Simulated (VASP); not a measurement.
# InP (F-43m) in VASP: a series of runs

Runs on InP. Level: PBE. Tasks: single point.

Program: VASP 6.6.1. These are calculated values, not measurements. Logs are shortened: lines on timing, memory, paths and dates and some standing lists are left out, and cuts for length are marked.

**1. The cell of the first run**

The structure is cubic, space group F-43m (No. 216). Conventional cell: a = 5.914 Å, b = 5.914 Å, c = 5.914 Å, α = 90.00°, β = 90.00°, γ = 90.00°. Within 3.4 Å of In (site symmetry -43m) lie 4 P at 2.56 Å. Within 3.4 Å of P (site symmetry -43m) lie 4 In at 2.56 Å.

**2. Single point, PBE (25.86 Å³/atom)**

INCAR

```
SYSTEM = InP
ALGO = Normal
EDIFF = 1E-6
ENCUT = 520
GGA = PE
ISIF = 2
ISMEAR = 0
LASPH = .TRUE.
LCHARG = .FALSE.
LREAL = .FALSE.
LWAVE = .FALSE.
NBANDS = 16
NELM = 80
PREC = Accurate
SIGMA = 0.05
```

KPOINTS

```
k-points
0
G
  10 10 10
  0 0 0
```

POSCAR

```
InP
1.0
    0.0000000000      2.9572232088      2.9572232088
    2.9572232088      0.0000000000      2.9572232088
    2.9572232088      2.9572232088      0.0000000000
In P
1 1
Direct
    0.0000000000      0.0000000000      0.0000000000
    0.7500000000      0.7500000000      0.7500000000
```

Potentials or basis: VASP PAW PBE potentials, release 64 (In_d, P).

Command:

```
$ cat potpaw_PBE.64/In_d/POTCAR potpaw_PBE.64/P/POTCAR > POTCAR
$ mpirun -np 1 vasp_std > vasp.out
```

OUTCAR:

```text
SYSTEM = InP
   EDIFF = 1E-6
   ENCUT = 520
   GGA = PE
   ISIF = 2
   ISMEAR = 0
   LASPH = .TRUE.
   LREAL = .FALSE.
   NELM = 80
   PREC = Accurate

 ion  position               nearest neighbor table
   1  0.000  0.000  0.000-   2 2.56   2 2.56   2 2.56   2 2.56
   2  0.750  0.750  0.750-   1 2.56   1 2.56   1 2.56   1 2.56

  LATTYP: Found a face centered cubic cell.
 ALAT       =     5.9144464176

  Lattice vectors:

 A1 = (   0.0000000000,   2.9572232088,   2.9572232088)
 A2 = (   2.9572232088,   0.0000000000,   2.9572232088)
 A3 = (   2.9572232088,   2.9572232088,   0.0000000000)

Analysis of symmetry for initial positions (statically):
=====================================================================
 Subroutine PRICEL returns:
 Original cell was already a primitive cell.

 Routine SETGRP: Setting up the symmetry group for a
 face centered cubic supercell.

 Subroutine GETGRP returns: Found 24 space group operations
 (whereof 24 operations were pure point group operations)
 out of a pool of 48 trial point group operations.

The static configuration has the point symmetry T_d .

Analysis of symmetry for dynamics (positions and initial velocities):
=====================================================================
 Subroutine PRICEL returns:
 Original cell was already a primitive cell.

 Routine SETGRP: Setting up the symmetry group for a
 face centered cubic supercell.

 Subroutine GETGRP returns: Found 24 space group operations
 (whereof 24 operations were pure point group operations)
 out of a pool of 48 trial point group operations.

The dynamic configuration has the point symmetry T_d .

 Subroutine INISYM returns: Found 24 space group operations
 (whereof 24 operations are pure point group operations),
 and found     1 'primitive' translations

----------------------------------------------------------------------------------------

                                     Primitive cell

  volume of cell :      51.7228

  direct lattice vectors                    reciprocal lattice vectors
     0.000000000  2.957223209  2.957223209    -0.169077531  0.169077531  0.169077531
     2.957223209  0.000000000  2.957223209     0.169077531 -0.169077531  0.169077531
     2.957223209  2.957223209  0.000000000     0.169077531  0.169077531 -0.169077531

  length of vectors
     4.182145169  4.182145169  4.182145169     0.292850875  0.292850875  0.292850875

  position of ions in fractional coordinates (direct lattice)
     0.000000000  0.000000000  0.000000000
     0.750000000  0.750000000  0.750000000

  ion indices of the primitive-cell ions
   primitive index   ion index
                 1           1
                 2           2

----------------------------------------------------------------------------------------

 KPOINTS: k-points

Automatic generation of k-mesh.
 Grid dimensions read from file:
 generate k-points for:   10   10   10

 Generating k-lattice:

  Cartesian coordinates                     Fractional coordinates (reciprocal lattice)
    -0.016907753  0.016907753  0.016907753     0.100000000  0.000000000  0.000000000
     0.016907753 -0.016907753  0.016907753     0.000000000  0.100000000  0.000000000
     0.016907753  0.016907753 -0.016907753     0.000000000  0.000000000  0.100000000

  Length of vectors
     0.029285087  0.029285087  0.029285087

  Shift w.r.t. Gamma in fractional coordinates (k-lattice)
     0.000000000  0.000000000  0.000000000

 Subroutine IBZKPT returns following result:
 ===========================================

 Found     47 irreducible k-points:

 Following reciprocal coordinates:
            Coordinates               Weight
  0.000000  0.000000  0.000000      1.000000
  0.100000  0.000000  0.000000      8.000000
  0.200000  0.000000  0.000000      8.000000
  0.300000  0.000000  0.000000      8.000000
  0.400000  0.000000  0.000000      8.000000
  0.500000  0.000000  0.000000      4.000000
[... 16 lines left out ...]
  0.300000  0.300000  0.000000      6.000000
  0.400000  0.300000  0.000000     24.000000
 [... further k-points ...]
   k-points           NKPTS =     47   k-points in BZ     NKDIM =     47   number of bands    NBANDS=     16
   number of dos      NEDOS =    301   number of ions     NIONS =      2
   total plane-waves  NPLWV =  32768
   dimension x,y,z NGX =    32 NGY =   32 NGZ =   32
   dimension x,y,z NGXF=    64 NGYF=   64 NGZF=   64
   ions per type =               1   1
   NGX,Y,Z   is equivalent  to a cutoff of  12.72, 12.72, 12.72 a.u.
   NGXF,Y,Z  is equivalent  to a cutoff of  25.44, 25.44, 25.44 a.u.
 SYSTEM =  InP
   PREC   = accura    normal or accurate (medium, high low for compatibility)
   ISTART =      0    job   : 0-new  1-cont  2-samecut
   ICHARG =      2    charge: 1-file 2-atom 10-const
   ISPIN  =      1    spin polarized calculation?
   LNONCOLLINEAR =      F non collinear calculations
   LSORBIT =      F    spin-orbit coupling
   LASPH  =      T    aspherical Exc in radial PAW
   ENCUT  =  520.0 eV  38.22 Ry    6.18 a.u.   7.78  7.78  7.78*2*pi/ulx,y,z
   NELM   =     80;   NELMIN=  2; NELMDL= -5     # of ELM steps
   EDIFF  = 0.1E-05   stopping-criterion for ELM
   LREAL  =      F    real-space projection
   EDIFFG = 0.1E-04   stopping-criterion for IOM
   NSW    =      0    number of steps for IOM
   IBRION =     -1    ionic relax: 0-MD 1-quasi-New 2-CG
   NFREE  =      0    steps in history (QN), initial steepest desc. (CG)
   ISIF   =      2    stress and relaxation
   ISYM   =      2    0-nonsym 1-usesym 2-fastsym
   POTIM  = 0.5000    time-step for ionic-motion
   TEBEG  =    0.0;   TEEND  =   0.0 temperature during run
   PSTRESS=    0.0 pullay stress
   NELECT =      18.0000    total number of electrons
   NUPDOWN=      -1.0000    fix difference up-down
   EMIN   =  10.00;   EMAX   =-10.00  energy-range for DOS
   EFERMI =   0.00;   METHOD = LEGACY
   ISMEAR =     0;   SIGMA  =   0.05  broadening in eV -4-tet -1-fermi 0-gaus
   EFERMI_NEDOS =   21; number of points for ismear=-14 and -15
   IALGO  =     38    algorithm
   IMIX   =      4    mixing-type and parameters
     AMIX     =   0.40;   BMIX     =  1.00
     AMIX_MAG =   1.60;   BMIX_MAG =  1.00
  volume/ion in A,a.u.               =      25.86       174.52
  Fermi-wavevector in a.u.,A,eV,Ry     =   1.151520  2.176058 18.041309  1.325999
  Thomas-Fermi vector in A             =   2.288177
   LORBIT       =      0    0 simple, 1 ext, 2 COOP (PROOUT), +10 PAW based schemes
   GGA     = PE    functional components
   LHFCALC =     F    Hartree Fock is set to
   AEXX    =    0.0000 exact exchange contribution
   IVDW    =     0    specifies the selected vdW correction
   LEPSILON=     F    determine dielectric tensor
   LRPA    =     F    only Hartree local field effects (RPA)
 non-spin polarized calculation
 Gauss-broadening in eV      SIGMA  =   0.05
  energy-cutoff  :      520.00
  volume of cell :       51.72
 maximum number of plane-waves:      1411
   NGX = 15   NGY = 15   NGZ = 15

 number of electron      18.0000008 magnetization

 Free energy of the ion-electron system (eV)
  ---------------------------------------------------
  ext. energy  EPLUGINS =         0.00000000
  ---------------------------------------------------
  free energy    TOTEN  =        -8.40286628 eV

  energy without entropy =       -8.40286628  energy(sigma->0) =       -8.40286628

 E-fermi :   5.1772     XC(G=0):  -9.1633

 val. band max:        4.8940268795   @ k =   0.0000   0.0000   0.0000
 cond. band min:       5.4577428543   @ k =   0.0000   0.0000   0.0000
 fundamental gap:      0.5637159748
 Fermi energy:         5.1772075986

 k-point     1 :       0.0000    0.0000    0.0000
  band No.  band energies     occupation
      1      -9.2387      2.00000
      2      -9.2387      2.00000
      3      -9.2387      2.00000
      4      -9.0998      2.00000
      5      -9.0998      2.00000
      6      -6.4400      2.00000
[... 8 lines left out ...]
     15      14.3007      0.00000
     16      14.3007      0.00000

 k-point     2 :       0.1000    0.0000    0.0000
  band No.  band energies     occupation
      1      -9.2497      2.00000
      2      -9.2342      2.00000
      3      -9.2342      2.00000
      4      -9.0998      2.00000
      5      -9.0998      2.00000
      6      -6.3301      2.00000
[... 8 lines left out ...]
     15      13.8268      0.00000
     16      13.9083      0.00000

 k-point     3 :       0.2000    0.0000    0.0000
  band No.  band energies     occupation
      1      -9.2776      2.00000
      2      -9.2234      2.00000
      3      -9.2234      2.00000
      4      -9.0988      2.00000
      5      -9.0988      2.00000
      6      -6.0144      2.00000
[... 8 lines left out ...]
     15      13.4175      0.00000
     16      14.2055      0.00000

 k-point     4 :       0.3000    0.0000    0.0000
  band No.  band energies     occupation
      1      -9.3104      2.00000
      2      -9.2122      2.00000
      3      -9.2122      2.00000
      4      -9.0952      2.00000
      5      -9.0952      2.00000
      6      -5.5434      2.00000
[... 8 lines left out ...]
     15      13.6965      0.00000
     16      13.7892      0.00000
[... 324 lines left out ...]
 k-point    22 :      -0.2000    0.2000    0.0000
  band No.  band energies     occupation
      1      -9.3201      2.00000
      2      -9.2048      2.00000
      3      -9.2032      2.00000
      4      -9.1039      2.00000
      5      -9.0921      2.00000
      6      -5.3834      2.00000
[... 8 lines left out ...]
     15      15.0590      0.00000
     16      16.0981      0.00000

 k-point    23 :       0.3000    0.3000    0.0000
  band No.  band energies     occupation
      1      -9.3560      2.00000
      2      -9.1774      2.00000
      3      -9.1774      2.00000
      4      -9.1279      2.00000
      5      -9.0789      2.00000
      6      -5.2425      2.00000
[... 8 lines left out ...]
     15      15.0499      0.00000
     16      17.6427      0.00000

 k-point    24 :       0.4000    0.3000    0.0000
  band No.  band energies     occupation
      1      -9.3740      2.00000
      2      -9.1691      2.00000
      3      -9.1661      2.00000
      4      -9.1311      2.00000
      5      -9.0756      2.00000
      6      -4.8450      2.00000
[... 8 lines left out ...]
     15      15.4612      0.00000
     16      17.4788      0.00000

 [... further k-points ...]

------------------------ aborting loop because EDIFF is reached ----------------------------------------

  FORCE on cell =-STRESS in cart. coord.  units (eV):
  Direction    XX          YY          ZZ          XY          YZ          ZX
  --------------------------------------------------------------------------------------
  -------------------------------------------------------------------------------------
  Total        0.4428138      0.4428138      0.4428138      0.0000000      0.0000000      0.0000000
  in kB       13.7166918     13.7166918     13.7166918      0.0000000      0.0000000      0.0000000
  external PRESSURE =      13.7166918 kB  Pullay stress =       0.0000000 kB

 VOLUME and BASIS-vectors are now :
 -----------------------------------------------------------------------------
  energy-cutoff  :      520.00
  volume of cell :       51.72
      direct lattice vectors                 reciprocal lattice vectors
     0.000000000  2.957223209  2.957223209    -0.169077531  0.169077531  0.169077531
     2.957223209  0.000000000  2.957223209     0.169077531 -0.169077531  0.169077531
     2.957223209  2.957223209  0.000000000     0.169077531  0.169077531 -0.169077531

 POSITION                                       TOTAL-FORCE (eV/Angst)
 -----------------------------------------------------------------------------------
      0.00000      0.00000      0.00000         0.000000      0.000000      0.000000
      4.43583      4.43583      4.43583        -0.000000     -0.000000     -0.000000
 -----------------------------------------------------------------------------------
    total drift:                                0.000000      0.000000      0.000000

  FREE ENERGIE OF THE ION-ELECTRON SYSTEM (eV)
  ---------------------------------------------------
  free  energy   TOTEN  =        -8.4028662834 eV

  energy  without entropy=       -8.4028662834  energy(sigma->0) =       -8.40286628
```

It took 48 s on 1 thread of AMD EPYC 7R13, shared host; peak memory 0.16 GiB.

Results:

| Quantity | Value |
| --- | --- |
| Free energy | -8.4029 eV |
| Pressure | 1.4 GPa |
| Band gap on the k mesh | 0.56 eV |

Levels at points of the mesh, in eV from the valence-band top:
| k point | band 5 | band 6 | band 7 | band 8 | band 9 | band 10 | band 11 | band 12 | band 13 | band 14 |
| --- | --- | --- | --- | --- | --- | --- | --- | --- | --- | --- |
| (0.00, 0.00, 0.00) | -13.99 | -11.33 | 0.00 | 0.00 | 0.00 | 0.56 | 4.09 | 4.09 | 4.09 | 8.46 |
| (0.50, 0.00, 0.00) | -13.98 | -9.70 | -5.59 | -0.93 | -0.93 | 1.44 | 4.81 | 4.81 | 7.04 | 9.36 |
| (0.50, 0.50, 0.00) | -13.96 | -9.08 | -5.63 | -2.23 | -2.23 | 1.81 | 2.27 | 9.04 | 9.41 | 9.41 |

Caveat: spin-orbit coupling is left out, which moves the levels of the heavy elements. Expect the measured gap to be larger: semilocal functionals such as PBE lack the derivative discontinuity.

**3. Single point, PBE (25.93 Å³/atom)**

This run uses another cell than the first one, of 25.93 Å³/atom.

INCAR

```
PREC = Accurate
ENCUT = 520
EDIFF = 1E-7
ISMEAR = 0
SIGMA = 0.05
LREAL = False
LASPH = True
NELM = 60
ALGO = Normal
ISIF = 2
LWAVE = False
LCHARG = False
GGA = PE
NBANDS = 16
```

KPOINTS

```
regular mesh
0
Gamma
  10 10 10
```

POSCAR

```
InP
1.0
    0.0000000000      2.9596742484      2.9596742484
    2.9596742484      0.0000000000      2.9596742484
    2.9596742484      2.9596742484      0.0000000000
In P
1 1
Direct
    0.0000000000      0.0000000000      0.0000000000
    0.7500000000      0.7500000000      0.7500000000
```

Potentials or basis: VASP PAW PBE potentials, release 64 (In_d, P).

Command:

```
$ cat potpaw_PBE.64/In_d/POTCAR potpaw_PBE.64/P/POTCAR > POTCAR
$ mpirun -np 1 vasp_std > vasp.out
```

OUTCAR:

```text
PREC = Accurate
   ENCUT = 520
   EDIFF = 1E-7
   ISMEAR = 0
   LREAL = False
   LASPH = True
   NELM = 60
   ISIF = 2
   GGA = PE

 ion  position               nearest neighbor table
   1  0.000  0.000  0.000-   2 2.56   2 2.56   2 2.56   2 2.56
   2  0.750  0.750  0.750-   1 2.56   1 2.56   1 2.56   1 2.56

  LATTYP: Found a face centered cubic cell.
 ALAT       =     5.9193484968

  Lattice vectors:

 A1 = (   0.0000000000,   2.9596742484,   2.9596742484)
 A2 = (   2.9596742484,   0.0000000000,   2.9596742484)
 A3 = (   2.9596742484,   2.9596742484,   0.0000000000)

Analysis of symmetry for initial positions (statically):
=====================================================================
 Subroutine PRICEL returns:
 Original cell was already a primitive cell.

 Routine SETGRP: Setting up the symmetry group for a
 face centered cubic supercell.

 Subroutine GETGRP returns: Found 24 space group operations
 (whereof 24 operations were pure point group operations)
 out of a pool of 48 trial point group operations.

The static configuration has the point symmetry T_d .

Analysis of symmetry for dynamics (positions and initial velocities):
=====================================================================
 Subroutine PRICEL returns:
 Original cell was already a primitive cell.

 Routine SETGRP: Setting up the symmetry group for a
 face centered cubic supercell.

 Subroutine GETGRP returns: Found 24 space group operations
 (whereof 24 operations were pure point group operations)
 out of a pool of 48 trial point group operations.

The dynamic configuration has the point symmetry T_d .

 Subroutine INISYM returns: Found 24 space group operations
 (whereof 24 operations are pure point group operations),
 and found     1 'primitive' translations

----------------------------------------------------------------------------------------

                                     Primitive cell
[... 109 lines left out ...]
   IMIX   =      4    mixing-type and parameters
     AMIX     =   0.40;   BMIX     =  1.00
     AMIX_MAG =   1.60;   BMIX_MAG =  1.00
  volume/ion in A,a.u.               =      25.93       174.96
  Fermi-wavevector in a.u.,A,eV,Ry     =   1.150567  2.174256 18.011439  1.323803
  Thomas-Fermi vector in A             =   2.287230
   LORBIT       =      0    0 simple, 1 ext, 2 COOP (PROOUT), +10 PAW based schemes
   GGA     = PE    functional components
   LHFCALC =     F    Hartree Fock is set to
   AEXX    =    0.0000 exact exchange contribution
   IVDW    =     0    specifies the selected vdW correction
   LEPSILON=     F    determine dielectric tensor
   LRPA    =     F    only Hartree local field effects (RPA)
 non-spin polarized calculation
 Gauss-broadening in eV      SIGMA  =   0.05
  energy-cutoff  :      520.00
  volume of cell :       51.85
 maximum number of plane-waves:      1411
   NGX = 15   NGY = 15   NGZ = 15

 number of electron      18.0000008 magnetization

 Free energy of the ion-electron system (eV)
  ---------------------------------------------------
  ext. energy  EPLUGINS =         0.00000000
  ---------------------------------------------------
  free energy    TOTEN  =        -8.40393699 eV

  energy without entropy =       -8.40393699  energy(sigma->0) =       -8.40393699

 E-fermi :   5.1471     XC(G=0):  -9.1519

 val. band max:        4.8683291563   @ k =   0.0000   0.0000   0.0000
 cond. band min:       5.4184473770   @ k =   0.0000   0.0000   0.0000
 fundamental gap:      0.5501182207
 Fermi energy:         5.1470801627

 k-point     1 :       0.0000    0.0000    0.0000
  band No.  band energies     occupation
      1      -9.2605      2.00000
      2      -9.2605      2.00000
      3      -9.2605      2.00000
      4      -9.1227      2.00000
      5      -9.1227      2.00000
      6      -6.4494      2.00000
[... 433 lines left out ...]
      3      -9.1884      2.00000
      4      -9.1536      2.00000
      5      -9.0987      2.00000
      6      -4.8611      2.00000
[... 8 lines left out ...]
     15      15.4311      0.00000
     16      17.4374      0.00000

 [... further k-points ...]

------------------------ aborting loop because EDIFF is reached ----------------------------------------

  FORCE on cell =-STRESS in cart. coord.  units (eV):
  Direction    XX          YY          ZZ          XY          YZ          ZX
  --------------------------------------------------------------------------------------
  -------------------------------------------------------------------------------------
  Total        0.3934638      0.3934638      0.3934638      0.0000000      0.0000000      0.0000000
  in kB       12.1577616     12.1577616     12.1577616      0.0000000      0.0000000      0.0000000
  external PRESSURE =      12.1577616 kB  Pullay stress =       0.0000000 kB

 VOLUME and BASIS-vectors are now :
 -----------------------------------------------------------------------------
  energy-cutoff  :      520.00
  volume of cell :       51.85
      direct lattice vectors                 reciprocal lattice vectors
     0.000000000  2.959674248  2.959674248    -0.168937511  0.168937511  0.168937511
     2.959674248  0.000000000  2.959674248     0.168937511 -0.168937511  0.168937511
     2.959674248  2.959674248  0.000000000     0.168937511  0.168937511 -0.168937511

 POSITION                                       TOTAL-FORCE (eV/Angst)
 -----------------------------------------------------------------------------------
      0.00000      0.00000      0.00000        -0.000000      0.000000     -0.000000
      4.43951      4.43951      4.43951         0.000000     -0.000000      0.000000
 -----------------------------------------------------------------------------------
    total drift:                                0.000000      0.000000      0.000000

  FREE ENERGIE OF THE ION-ELECTRON SYSTEM (eV)
  ---------------------------------------------------
  free  energy   TOTEN  =        -8.4039369911 eV

  energy  without entropy=       -8.4039369911  energy(sigma->0) =       -8.40393699
```

stdout:

```text
POSCAR found type information on POSCAR InP
 POSCAR found :  2 types and       2 ions
 scaLAPACK will be used
 LDA part: xc-table for (Slater+PW92), standard interpolation
 POSCAR, INCAR and KPOINTS ok, starting setup
 FFT: planning ... GRIDC
 FFT: planning ... GRID_SOFT
 FFT: planning ... GRID
 WAVECAR not read
 entering main loop
```

Wall time 67 s (1 thread of AMD EPYC 7R13, shared host); peak memory 0.16 GiB.

Results:

- Free energy: -8.4039 eV
- Pressure: 1.2 GPa
- Band gap on the k mesh: 0.55 eV

Caveat: spin-orbit coupling is left out, which moves the levels of the heavy elements. As with any semilocal functional, this PBE gap is likely too small.
